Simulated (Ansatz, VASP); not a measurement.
**Al: VASP beside Ansatz**

```xyz
8
Lattice="3.2126 3.2126 3.2126 -3.2126 -3.2126 3.2126 3.2126 -3.2126 -3.2126" Properties=species:S:1:pos:R:3 pbc="T T T"
Al   -0.9360   -3.9146    0.0000
Al    1.6063   -1.6063   -1.6063
Al   -1.6063   -1.6063    1.6063
Al    0.0000    0.0000    0.0000
Al    1.6063   -1.6063    1.6063
Al    3.2126    0.0000    0.0000
Al    0.0000    0.0000    3.2126
Al    1.6063    1.6063    1.6063
```

Alike in both runs: task single point; functional PBEsol; k mesh 10 × 10 × 10; occupations gaussian, width 0.15 eV; no spin polarisation.

```csv
,VASP,Ansatz
version,VASP 6.6.1,Ansatz 0.2.0
potentials or method,"VASP PAW PBE potentials, release 64 (Al), cutoff 520 eV","scalar-relativistic, plane waves, PAW"
valence electrons in the cell,24,24
```

```csv
,VASP,Ansatz,Ansatz less VASP
gap on the k mesh at the Fermi level (eV),none,none,-
pressure (GPa),14.4,14.3,-0.14
"traceless stress, the component that is largest in VASP (GPa)",12.71,12.67,-0.042
rms of the force components (eV/Å),3.573,3.557,-0.0163
```

VASP's potentials were made for PBE, not for PBEsol, and Ansatz warns of the same on its side. Atom by atom the forces differ by 0.016 eV/Å (rms over components). A gap of «none» marks a metal or a gap that the smearing closes. The functional is the same, so the differences come from potentials, cutoffs and numerics.
